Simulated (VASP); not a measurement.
# Mg8HO8 (a cell with a defect) in VASP: further runs, part 2 of 2

VASP 6.6.1. The steps go on from the part before.

### 3 Single point, PBE, collinear spin

INCAR reads:

```
SYSTEM = Mg8HO8
PREC = Accurate
ENCUT = 520
EDIFF = 1E-7
ISMEAR = -1
SIGMA = 0.05
LREAL = Auto
LASPH = .True.
NELM = 150
ALGO = Normal
ISIF = 2
LWAVE = .False.
LCHARG = .False.
ISPIN = 2
MAGMOM = 0 0 0 0 0 0 0 0 0 0.08 0.08 0.08 0 0 0 0.08 0.32
LORBIT = 11
GGA = PE
NBANDS = 50
```

KPOINTS reads:

```
regular mesh
0
Gamma
  2 2 2
  0 0 0
```

POSCAR reads:

```
Mg8HO8
1.0
    0.0000000000      4.0370000000      4.0370000000
    4.0370000000      0.0000000000      4.0370000000
    4.0370000000      4.0370000000      0.0000000000
Mg O H
8 8 1
Direct
   -0.0007183552     -0.0050284865     -0.0265791429
   -0.0204978945      0.0013500124      0.4996655933
   -0.0105400050      0.5168565767      0.0130170919
    0.0132028734      0.4806291801      0.5096854100
    0.4945999505      0.0418379985     -0.0313599207
    0.5011394600      0.0135744365      0.4760217984
    0.5243249938      0.4908100074     -0.0112707456
    0.5135372802      0.5259722566      0.4612955165
    0.2323631409      0.2820782759      0.2434604905
    0.2550408719      0.2427545207      0.7392370572
    0.2522665346      0.7370076790      0.2309635868
    0.2355585831      0.7684295269      0.7625588308
    0.7569234580      0.2299232103      0.2419866237
    0.7389274214      0.2735818677      0.7307282636
    0.7416522170      0.7665221699      0.2401411940
    0.7321525886      0.7530096606      0.7275204360
    0.1260341838      0.6289076047      0.6408223929
```

Potentials or basis: VASP PAW PBE potentials, release 64 (Mg, O, H).

The run is started by

```console
$ cat potpaw_PBE.64/Mg/POTCAR potpaw_PBE.64/O/POTCAR potpaw_PBE.64/H/POTCAR > POTCAR
$ mpirun -np 1 vasp_std > vasp.out
```

OUTCAR:

```text
SYSTEM = Mg8HO8
   PREC = Accurate
   ENCUT = 520
   EDIFF = 1E-7
   ISMEAR = -1
   LREAL = Auto
   LASPH = .True.
   NELM = 150
   ISIF = 2
   ISPIN = 2
   LORBIT = 11
   GGA = PE

 ion  position               nearest neighbor table
   1  0.999  0.995  0.973-  12 1.77  15 1.97  10 2.04  13 2.04  14 2.04  11 2.06   3 2.65   4 2.72
                             2 2.74   5 2.77   7 2.78   6 2.86   6 2.86   7 2.94   5 2.96   2 2.97
   2  0.980  0.001  0.500-  17 1.75  13 1.94  16 2.00  14 2.04  12 2.10  11 2.15   9 2.16   5 2.73
                             1 2.74   6 2.77   8 2.84   3 2.85   4 2.85   3 2.87   4 2.87   8 2.89
   3  0.989  0.517  0.013-  17 1.74   9 1.91  15 1.93  12 2.01  13 2.11  16 2.20  10 2.21   8 2.64
                             1 2.65   5 2.81   4 2.81   7 2.81   2 2.85   2 2.87   4 2.91   7 2.92
   4  0.013  0.481  0.510-  17 1.83   9 1.89  10 1.90  14 1.96  16 2.00  11 2.01  15 2.19   1 2.72
                             6 2.73   7 2.76   3 2.81   2 2.85   8 2.86   2 2.87   8 2.87   3 2.91
   5  0.495  0.042  0.969-  10 1.90  14 1.92   9 2.08  15 2.10  16 2.15  11 2.22   7 2.71   2 2.73
                             1 2.77   3 2.81   8 2.83   6 2.84   6 2.88   8 2.88   3 2.92   1 2.96
   6  0.501  0.014  0.476-  13 1.91  15 1.95  16 1.95  10 1.99   9 2.03  12 2.07   4 2.73   7 2.76
                             2 2.77   8 2.79   5 2.84   1 2.86   1 2.86   5 2.88   8 2.92   2 2.95
   7  0.524  0.491  0.989-  16 1.91  14 1.93  13 1.96  11 1.98   9 2.04  12 2.09   5 2.71   6 2.76
                             4 2.76   8 2.77   1 2.78   3 2.81   3 2.92   1 2.94   8 2.95   4 2.95
   8  0.514  0.526  0.461-  17 1.82  15 1.89  11 2.00  14 2.00  13 2.09  10 2.19  12 2.20   3 2.64
                             7 2.77   6 2.79   5 2.83   2 2.84   4 2.86   4 2.87   5 2.88   2 2.89
   9  0.232  0.282  0.243-   4 1.89   3 1.91   6 2.03   7 2.04   5 2.08   2 2.16
  10  0.255  0.243  0.739-   5 1.90   4 1.90   6 1.99   1 2.04   8 2.19   3 2.21
  11  0.252  0.737  0.231-   7 1.98   8 2.00   4 2.01   1 2.06   2 2.15   5 2.22
  12  0.236  0.768  0.763-   1 1.77   3 2.01   6 2.07   7 2.09   2 2.10   8 2.20
  13  0.757  0.230  0.242-   6 1.91   2 1.94   7 1.96   1 2.04   8 2.09   3 2.11
  14  0.739  0.274  0.731-   5 1.92   7 1.93   4 1.96   8 2.00   2 2.04   1 2.04
  15  0.742  0.767  0.240-   8 1.89   3 1.93   6 1.95   1 1.97   5 2.10   4 2.19
  16  0.732  0.753  0.728-   7 1.91   6 1.95   4 2.00   2 2.00   5 2.15   3 2.20
  17  0.126  0.629  0.641-   3 1.74   2 1.75   8 1.82   4 1.83

  LATTYP: Found a face centered cubic cell.
[... 974 lines left out ...]

  FORCE on cell =-STRESS in cart. coord.  units (eV):
  Direction    XX          YY          ZZ          XY          YZ          ZX
  --------------------------------------------------------------------------------------
  -------------------------------------------------------------------------------------
  Total       39.2342090     34.9977637     36.3107372      0.2500828      0.1527847      0.3203757
  in kB      477.7153983    426.1324751    442.1192297      3.0450063      1.8603051      3.9008917
  external PRESSURE =     448.6557010 kB  Pullay stress =       0.0000000 kB

 VOLUME and BASIS-vectors are now :
 -----------------------------------------------------------------------------
  energy-cutoff  :      520.00
  volume of cell :      131.58
      direct lattice vectors                 reciprocal lattice vectors
     0.000000000  4.037000000  4.037000000    -0.123854347  0.123854347  0.123854347
     4.037000000  0.000000000  4.037000000     0.123854347 -0.123854347  0.123854347
     4.037000000  4.037000000  0.000000000     0.123854347  0.123854347 -0.123854347

 POSITION                                       TOTAL-FORCE (eV/Angst)
 -----------------------------------------------------------------------------------
      7.94640      7.96380      8.05080         3.069066      1.651780      0.759065
      2.02260      5.97140      3.95970        -1.026087      0.114579      1.023465
      2.13910      4.04700      6.08100        -1.510270     -0.534319     -0.460729
      3.99790      2.11090      1.99360         0.893815     -1.548710      1.131164
      4.07930      5.90710      2.16560        -0.399981      0.469590     -2.445013
      1.97650      3.94480      2.07790         0.415320      0.208911     -1.275879
[... 9 lines left out ...]
      5.97690      5.89270      5.99560         1.715361      0.965909      0.454007
      5.12590      3.09580      3.04770        -0.478825     -0.070597      0.133338
 -----------------------------------------------------------------------------------
    total drift:                               -0.000504      0.003535     -0.014107

  FREE ENERGIE OF THE ION-ELECTRON SYSTEM (eV)
  ---------------------------------------------------
  free  energy   TOTEN  =       -90.0760962579 eV

  energy  without entropy=      -90.0653721663  energy(sigma->0) =      -90.07073421

 total charge

# of ion       s       p       d       tot
------------------------------------------
    1        0.186   0.257   0.133   0.576
    2        0.168   0.222   0.108   0.498
    3        0.175   0.232   0.115   0.522
    4        0.181   0.254   0.132   0.567
    5        0.170   0.220   0.105   0.495
    6        0.178   0.245   0.124   0.547
[... 9 lines left out ...]
   16        1.558   3.620   0.000   5.179
   17        0.585   0.024   0.000   0.609
--------------------------------------------------
tot         14.425  31.023   0.950  46.397

 magnetization (x)

# of ion       s       p       d       tot
------------------------------------------
    1        0.001   0.002   0.002   0.004
    2       -0.000   0.002   0.004   0.006
    3        0.000   0.002   0.004   0.006
    4       -0.001  -0.000   0.002   0.001
    5       -0.000   0.000   0.000   0.000
    6        0.001   0.001   0.001   0.003
[... 9 lines left out ...]
   16        0.006   0.067   0.000   0.073
   17        0.227   0.002   0.000   0.228
--------------------------------------------------
tot          0.253   0.305   0.016   0.574
```

OSZICAR:

```text
N       E                     dE             d eps       ncg     rms          rms(c)
DAV:   1     0.328237349066E+03    0.32824E+03   -0.32562E+04  1624   0.120E+03
DAV:   2    -0.827860495341E+02   -0.41102E+03   -0.39702E+03  1966   0.276E+02
DAV:   3    -0.103173035737E+03   -0.20387E+02   -0.20268E+02  1960   0.615E+01
DAV:   4    -0.103293354101E+03   -0.12032E+00   -0.12022E+00  1910   0.534E+00
DAV:   5    -0.103293907337E+03   -0.55324E-03   -0.55313E-03  1890   0.362E-01    0.212E+01
DAV:   6    -0.902676601956E+02    0.13026E+02   -0.39978E+01  1842   0.293E+01    0.589E+00
DAV:   7    -0.901632547980E+02    0.10441E+00   -0.10953E+00  1850   0.475E+00    0.393E+00
DAV:   8    -0.900737017241E+02    0.89553E-01   -0.37418E-01  1884   0.357E+00    0.921E-01
DAV:   9    -0.900764503163E+02   -0.27486E-02   -0.47829E-02  1864   0.967E-01    0.325E-01
DAV:  10    -0.900756447761E+02    0.80554E-03   -0.68382E-03  1840   0.385E-01    0.160E-01
DAV:  11    -0.900760011289E+02   -0.35635E-03   -0.99298E-04  1832   0.169E-01    0.601E-02
DAV:  12    -0.900760806155E+02   -0.79487E-04   -0.71757E-05  1950   0.539E-02    0.260E-02
DAV:  13    -0.900760923786E+02   -0.11763E-04   -0.16416E-05  1928   0.242E-02    0.126E-02
DAV:  14    -0.900760958743E+02   -0.34958E-05   -0.50489E-06  1854   0.114E-02    0.379E-03
DAV:  15    -0.900760962383E+02   -0.36401E-06   -0.66113E-07  1894   0.486E-03    0.151E-03
DAV:  16    -0.900760962579E+02   -0.19604E-07   -0.87047E-08  1190   0.182E-03
   1 F= -.90076096E+02 E0= -.90070734E+02  d E =-.107241E-01  mag=     0.7500
```

stdout:

```text
POSCAR found type information on POSCAR MgO H
 POSCAR found :  3 types and      17 ions
 scaLAPACK will be used
 LDA part: xc-table for (Slater+PW92), standard interpolation
 POSCAR, INCAR and KPOINTS ok, starting setup
 FFT: planning ... GRIDC
 FFT: planning ... GRID_SOFT
 FFT: planning ... GRID
 WAVECAR not read
 entering main loop
```

It took 8 min on 1 thread of Intel Xeon 8259CL, shared host; peak memory 0.35 GiB.

What came out:

| Property | Result |
| --- | --- |
| Free energy | -90.0761 eV |
| Pressure | 44.9 GPa |
| Largest force | 3.567 eV/Å |
| Net moment | 0.75 μB per cell |
| Site moments | Mg +0.00, +0.01 (each value once); O -0.00, +0.08, +0.06, +0.11, +0.07 (each value once); H +0.23 μB |
| Valence electrons inside the program's atomic spheres | Mg 0.58, 0.50, 0.52, 0.57, 0.49, 0.55, 0.51 (each value once); O 5.20, 5.18, 5.15, 5.22, 5.21 (each value once); H 0.61 |

Forces on the atoms (eV/Å):
```
Mg   3.069  1.652  0.759
Mg  -1.026  0.115  1.023
Mg  -1.510 -0.534 -0.461
Mg   0.894 -1.549  1.131
Mg  -0.400  0.470 -2.445
Mg   0.415  0.209 -1.276
Mg   1.490 -1.455 -0.424
Mg   0.593 -0.149 -1.781
O   -2.354  0.863 -1.013
O    0.104  0.687 -0.292
O    0.867 -0.031  1.768
O   -2.830 -0.166  1.046
O    0.863 -0.508  1.819
O   -1.039  0.401 -0.425
O   -0.372 -0.898 -0.017
O    1.715  0.966  0.454
H   -0.479 -0.071  0.133
```

Stress tensor (GPa, compression positive):
```
47.77  0.30  0.39
 0.30 42.61  0.19
 0.39  0.19 44.21
```

Levels at points of the mesh, in eV from the Fermi level:
Spin up:
```
           k point  band 30  band 31  band 32  band 33  band 34  band 35  band 36  band 37
(0.00, 0.00, 0.00)    -3.95    -3.89    -3.81    -1.65     2.24     4.37     4.46     4.52
(0.50, 0.00, 0.00)    -4.52    -4.17    -4.01    -0.53     3.86     4.61     5.72     5.84
(0.00, 0.50, 0.00)    -4.51    -4.17    -4.11    -0.46     4.04     4.51     5.70     6.03
(0.00, 0.00, 0.50)    -4.43    -4.28    -4.08    -0.56     3.99     4.54     5.75     5.91
(0.50, 0.50, 0.50)    -4.59    -4.15    -4.07    -0.15     4.01     4.62     5.81     5.91
(0.50, 0.50, 0.00)    -4.66    -4.47    -4.36    -0.12     4.86     5.30     5.93     6.46
(0.00, 0.50, 0.50)    -4.72    -4.46    -4.28     0.02     4.92     5.34     5.86     6.50
(0.50, 0.00, 0.50)    -4.72    -4.38    -4.25    -0.05     4.99     5.28     5.86     6.19
```
Spin down:
| k point | band 29 | band 30 | band 31 | band 32 | band 33 | band 34 | band 35 | band 36 |
| --- | --- | --- | --- | --- | --- | --- | --- | --- |
| (0.00, 0.00, 0.00) | -4.51 | -3.85 | -3.76 | -3.71 | -0.48 | 2.32 | 4.38 | 4.49 |
| (0.50, 0.00, 0.00) | -4.65 | -4.48 | -4.00 | -3.91 | 0.62 | 3.88 | 4.67 | 5.74 |
| (0.00, 0.50, 0.00) | -4.58 | -4.47 | -4.05 | -3.95 | 0.69 | 4.06 | 4.57 | 5.73 |
| (0.00, 0.00, 0.50) | -4.29 | -4.26 | -4.24 | -4.04 | 0.58 | 4.01 | 4.60 | 5.78 |
| (0.50, 0.50, 0.50) | -4.68 | -4.54 | -4.06 | -3.94 | 1.00 | 4.04 | 4.67 | 5.85 |
| (0.50, 0.50, 0.00) | -4.68 | -4.52 | -4.41 | -4.19 | 1.05 | 4.89 | 5.33 | 5.95 |
| (0.00, 0.50, 0.50) | -4.72 | -4.53 | -4.41 | -4.15 | 1.19 | 4.95 | 5.38 | 5.89 |
| (0.50, 0.00, 0.50) | -4.69 | -4.51 | -4.25 | -4.19 | 1.12 | 5.02 | 5.32 | 5.90 |

Caveat: the k points lie up to 0.67 Å⁻¹ apart.

### 4 Single point, PBE, collinear spin

INCAR reads:

```
SYSTEM = Mg8HO8
ALGO = Normal
EDIFF = 1E-7
ENCUT = 520
GGA = PE
ISIF = 2
ISMEAR = -1
ISPIN = 2
LASPH = .True.
LCHARG = .False.
LORBIT = 11
LREAL = Auto
LWAVE = .False.
MAGMOM = 0 0 0 0 0 0 0 0 0 0.08 0.08 0.08 0 0 0 0.08 0.32
NBANDS = 50
NELM = 150
PREC = Accurate
SIGMA = 0.05
```

KPOINTS reads:

```
k-points
0
Gamma
  2 2 2
  0 0 0
```

POSCAR reads:

```
Mg8HO8
1.0
    0.0000000000      4.0370000000      4.0370000000
    4.0370000000      0.0000000000      4.0370000000
    4.0370000000      4.0370000000      0.0000000000
Mg O H
8 8 1
Direct
    0.0319668070     -0.0203492693     -0.0082610850
    0.0005325737      0.0000866980      0.4903022046
   -0.0243869210      0.4998637602      0.0180455784
    0.0145157295      0.4816200149      0.4979440178
    0.4970274957      0.0225414912     -0.0286846668
    0.4836140699      0.0092519197      0.4723433243
    0.5085211791      0.5075303443     -0.0002724796
    0.4761456527      0.4903889027      0.5170918999
    0.2624349765      0.2548550904      0.2322392866
    0.2806044092      0.2272727273      0.7197671538
    0.3002477087      0.7448600446      0.2207084469
    0.2716745108      0.7483155809      0.7279539262
    0.7528486500      0.2479192470      0.2360540005
    0.7707456032      0.2631657171      0.7392370572
    0.7738419619      0.7547931632      0.2252415160
    0.7449838989      0.7912558831      0.7198166956
    0.0824002973      0.6194079762      0.6438568244
```

Potentials or basis: VASP PAW PBE potentials, release 64 (Mg, O, H).

The run is started by

```console
$ cat potpaw_PBE.64/Mg/POTCAR potpaw_PBE.64/O/POTCAR potpaw_PBE.64/H/POTCAR > POTCAR
$ mpirun -np 1 vasp_std > vasp.out
```

OUTCAR:

```text
SYSTEM = Mg8HO8
   EDIFF = 1E-7
   ENCUT = 520
   GGA = PE
   ISIF = 2
   ISMEAR = -1
   ISPIN = 2
   LASPH = .True.
   LORBIT = 11
   LREAL = Auto
   NELM = 150
   PREC = Accurate

 ion  position               nearest neighbor table
   1  0.032  0.980  0.992-  15 1.95  12 2.00  10 2.01  11 2.01  13 2.07  14 2.08   7 2.71   5 2.73
                             6 2.79   2 2.82   3 2.84   4 2.84   4 2.87   3 2.90   2 2.90   6 2.95
   2  0.001  0.000  0.490-  17 1.79  16 1.88  13 2.03  12 2.06  14 2.07   9 2.09  11 2.13   6 2.73
                             3 2.78   4 2.81   5 2.81   8 2.82   1 2.82   1 2.90   4 2.90   8 2.90
   3  0.976  0.500  0.018-  17 1.75  15 1.88  13 1.92   9 2.03  16 2.15  12 2.20  10 2.31   7 2.70
                             2 2.78   4 2.80   1 2.84   8 2.85   8 2.86   5 2.86   5 2.87   1 2.90
   4  0.015  0.482  0.498-  17 1.66  14 1.87  10 1.97   9 1.99  15 2.08  16 2.16  11 2.22   6 2.69
                             8 2.72   3 2.80   2 2.81   7 2.84   1 2.84   1 2.87   7 2.88   2 2.90
   5  0.497  0.023  0.971-  10 1.90  11 1.93  16 1.95   9 1.99  14 2.08  15 2.14   8 2.63   1 2.73
[... 1029 lines left out ...]
 -----------------------------------------------------------------------------------
    total drift:                                0.000476     -0.005509     -0.011622

  FREE ENERGIE OF THE ION-ELECTRON SYSTEM (eV)
  ---------------------------------------------------
  free  energy   TOTEN  =       -90.1001871801 eV

  energy  without entropy=      -90.0900720619  energy(sigma->0) =      -90.09512962

 total charge

# of ion       s       p       d       tot
------------------------------------------
    1        0.170   0.227   0.110   0.506
    2        0.170   0.228   0.113   0.511
    3        0.177   0.231   0.113   0.521
    4        0.179   0.242   0.122   0.543
    5        0.178   0.242   0.121   0.541
    6        0.184   0.256   0.132   0.572
[... 9 lines left out ...]
   16        1.569   3.592   0.000   5.161
   17        0.599   0.026   0.000   0.625
--------------------------------------------------
tot         14.442  31.041   0.954  46.438

 magnetization (x)

# of ion       s       p       d       tot
------------------------------------------
    1       -0.000   0.000   0.000   0.000
    2       -0.001  -0.000   0.002   0.001
    3        0.001   0.002   0.003   0.006
    4        0.001   0.004   0.006   0.011
    5        0.001   0.002   0.002   0.004
    6        0.001   0.002   0.002   0.004
[... 9 lines left out ...]
   16        0.013   0.136   0.000   0.149
   17        0.214   0.002   0.000   0.216
--------------------------------------------------
tot          0.244   0.312   0.018   0.574
```

stdout:

```text
POSCAR found type information on POSCAR MgO H
 POSCAR found :  3 types and      17 ions
 scaLAPACK will be used
 LDA part: xc-table for (Slater+PW92), standard interpolation
 POSCAR, INCAR and KPOINTS ok, starting setup
 FFT: planning ... GRIDC
 FFT: planning ... GRID_SOFT
 FFT: planning ... GRID
 WAVECAR not read
 entering main loop
```

Wall time 8.4 min (1 thread of Intel Xeon 8259CL, shared host); peak memory 0.35 GiB.

What came out:

| Property | Result |
| --- | --- |
| Free energy | -90.1002 eV |
| Pressure | 45.3 GPa |
| Largest force | 3.127 eV/Å |
| Net moment | 0.75 μB per cell |
| Site moments | Mg +0.00, +0.01 (each value once); O -0.00, +0.08, +0.04, +0.06, +0.15 (each value once); H +0.22 μB |
| Valence electrons inside the program's atomic spheres | Mg 0.51, 0.52, 0.54, 0.57 (each value once); O 5.21, 5.23, 5.19, 5.18, 5.17, 5.16 (each value once); H 0.62 |

Forces in eV/Å, atoms in the order of the input:
```
Mg   0.574 -1.029 -0.339
Mg   0.182 -0.141  1.110
Mg  -0.577  0.175  1.101
Mg   0.109 -1.957  0.579
Mg   0.039  2.129  0.748
Mg  -1.764  2.330  1.114
Mg  -2.017 -0.859  0.314
Mg  -1.008  0.814  2.721
O   -0.131 -1.592 -0.517
O    1.329  0.296 -1.609
O    1.484 -1.530 -0.909
O    1.366  0.571 -0.506
O   -0.062  0.812  0.426
O   -0.430 -0.586 -1.596
O    0.867  0.133 -0.712
O   -0.098 -0.013 -2.392
H    0.136  0.445  0.467
```

Stress tensor (GPa, compression positive):
```
46.58 -0.81  1.47
-0.81 42.74 -0.43
 1.47 -0.43 46.47
```

Caveat: the k points lie up to 0.67 Å⁻¹ apart.

### 5 The runs side by side

| cell | gap on the mesh (eV) | pressure (GPa) | moment (μB) | largest force (eV/Å) |
| --- | --- | --- | --- | --- |
| as given, atomic positions A | none | 46.1 | 0.75 | 3.98 |
| as given, atomic positions B | none | 44.9 | 0.75 | 3.57 |
| as given, atomic positions C | none | 45.3 | 0.75 | 3.13 |

Alike in all rows: task single point; level PBE; potentials or basis VASP PAW PBE potentials, release 64 (Mg, O, H); spin collinear; k mesh 2 × 2 × 2; cutoff (eV) 520; smearing fermi-dirac 0.05 eV.

Caveats: all runs use coarse meshes.

Absolute energies hang on the potentials; compare differences alone.
